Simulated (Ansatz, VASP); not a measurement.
## GeCN2: VASP beside Ansatz

```
Ge N C
1.0
     1.82897    1.05596    5.01849
    -1.82897    1.05596    5.01849
     0.00000   -2.11191    5.01849
Ge N C
1 2 1
Direct
  0.00000 0.00000 0.00000
  0.58390 0.58390 0.58390
  0.41610 0.41610 0.41610
  0.50000 0.50000 0.50000
```

Change from the starting cell: volume scaled by 1.06.

Alike in both runs: task single point; functional LDA; k mesh 9 × 9 × 9; occupations fermi-dirac, width 0.05 eV; no spin polarisation.

```csv
,VASP,Ansatz
version,VASP 6.6.1,Ansatz 0.2.0
potentials or method,"VASP PAW LDA potentials, release 64 (Ge_d, N, C), cutoff 520 eV","all-electron LAPW, scalar-relativistic"
```

Ansatz gave:

```
gap on the k mesh at the Fermi level (eV)                     : 1.09
least direct gap on the mesh (eV)                             : 1.96
pressure (GPa)                                                : -12.8
traceless stress, the component that is largest in VASP (GPa) : -10.31
rms of the force components (eV/Å)                            : 0.755
```

Question: Estimate VASP's values.

Answer: gap on the k mesh at the Fermi level (eV): 1.07; least direct gap on the mesh (eV): 1.93; pressure (GPa): -12.6; traceless stress, the component that is largest in VASP (GPa): -9.64; rms of the force components (eV/Å): 0.705.

LDA's correlation is that of Perdew and Zunger in VASP and of Perdew and Wang (1992) in Ansatz. Atom by atom the forces differ by 0.049 eV/Å (rms over components). Ansatz ran all-electron here, and VASP with PAW potentials.
